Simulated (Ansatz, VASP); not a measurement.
## Two plane-wave programs on BN

```
CELL_PARAMETERS angstrom
2.55458 0.00000 0.00000
-1.27729 2.21233 0.00000
0.00000 0.00000 4.22451
ATOMIC_POSITIONS crystal
B 0.66667 0.33333 0.04652
B 0.33333 0.66667 0.45309
N 0.66667 0.33333 0.55418
N 0.33333 0.66667 0.19621
```

Change from the starting cell: mode 8 (949.4 1/cm) frozen in, largest displacement -0.300 Å.

Alike in both runs: task single point; functional PBE; k mesh 12 × 12 × 6; occupations gaussian, width 0.05 eV; no spin polarisation.

|  | VASP | Ansatz |
| --- | --- | --- |
| version | VASP 6.6.1 | Ansatz 0.2.0 |
| potentials or method | VASP PAW PBE potentials, release 64 (B, N), cutoff 520 eV | scalar-relativistic, plane waves, PAW |
| valence electrons in the cell | 16 | 16 |

Ansatz gave:

* gap on the k mesh at the Fermi level (eV): 2.98
* least direct gap on the mesh (eV): 3.74
* rms of the force components (eV/Å): 16.635

Question: What did VASP give for the same quantities?

Answer: gap on the k mesh at the Fermi level (eV): 2.98; least direct gap on the mesh (eV): 3.73; rms of the force components (eV/Å): 16.898.

Atom by atom the forces differ by 0.264 eV/Å (rms over components).
